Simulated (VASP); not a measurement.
Wanted: the native input for a VASP 6.6.1 run.

- Task: single point
- Functional: r2SCAN
- Potentials or basis: VASP PAW PBE potentials, release 64 (Co)
- Cutoff: 520 eV
- k mesh: 15 × 15 × 8
- Occupations: methfessel-paxton, width 0.1 eV
- Spin: collinear spin, ferromagnetic start
- Starting moments: [1.891, 1.891] μB
- Dipole correction: no
- Further INCAR settings: ALGO = Normal; EDIFF = 1e-06; NBANDS = 20

Co:

```
CELL_PARAMETERS angstrom
2.47152 0.00000 0.00000
-1.23576 2.14040 0.00000
0.00000 0.00000 4.02711
ATOMIC_POSITIONS crystal
Co 0.33333 0.66667 0.25000
Co 0.66667 0.33333 0.75000
```

One way to write it, as run:

POSCAR

```
Co
1.0
    2.4715232260      0.0000000000      0.0000000000
   -1.2357616130      2.1404018997      0.0000000000
    0.0000000000      0.0000000000      4.0271144694
Co
2
Direct
    0.3333333333      0.6666666667      0.2500000000
    0.6666666667      0.3333333333      0.7500000000
```

INCAR.step1

```
PREC = Accurate ; ENCUT = 520
ISMEAR = 1 ; SIGMA = 0.1
LREAL = F ; LASPH = T
NELM = 150 ; ISPIN = 2
MAGMOM = 1.891 1.891 ; LMAXMIX = 4
NBANDS = 20 ; GGA = PE
ALGO = Normal ; EDIFF = 1E-4
LWAVE = T ; LCHARG = F
```

INCAR.step2

```
PREC = Accurate ; ENCUT = 520
EDIFF = 1E-6 ; ISMEAR = 1
SIGMA = 0.1 ; LREAL = F
LASPH = T ; NELM = 150
ALGO = Normal ; ISIF = 2
LWAVE = F ; LCHARG = F
ISPIN = 2 ; MAGMOM = 1.891 1.891
LORBIT = 11 ; LMAXMIX = 4
METAGGA = R2SCAN ; LMIXTAU = T
NBANDS = 20 ; ISTART = 1
```

KPOINTS

```
Automatic mesh
0
Gamma
  15 15 8
```

Potentials or basis: VASP PAW PBE potentials, release 64 (Co).

Launch:

```bash
$ cat potpaw_PBE.64/Co/POTCAR > POTCAR
$ cp INCAR.step1 INCAR
$ mpirun -np 1 vasp_std > vasp.out
$ cp INCAR.step2 INCAR
$ mpirun -np 1 vasp_std > vasp.out
```

Results of the run:

- Pressure: -1.9 GPa
- Net moment: 3.38 μB per cell
- Site moments: Co +1.75 μB
- Valence electrons inside the program's atomic spheres: Co 8.33

Caveat: the PAW data sets were made with another functional, which shifts forces and pressure a little.

Wall time 4.5 min on 1 thread of Intel(R) Xeon(R) Platinum 8375C CPU @ 2.90GHz (Ice Lake), with other jobs on the host, peak memory 0.2 GiB.
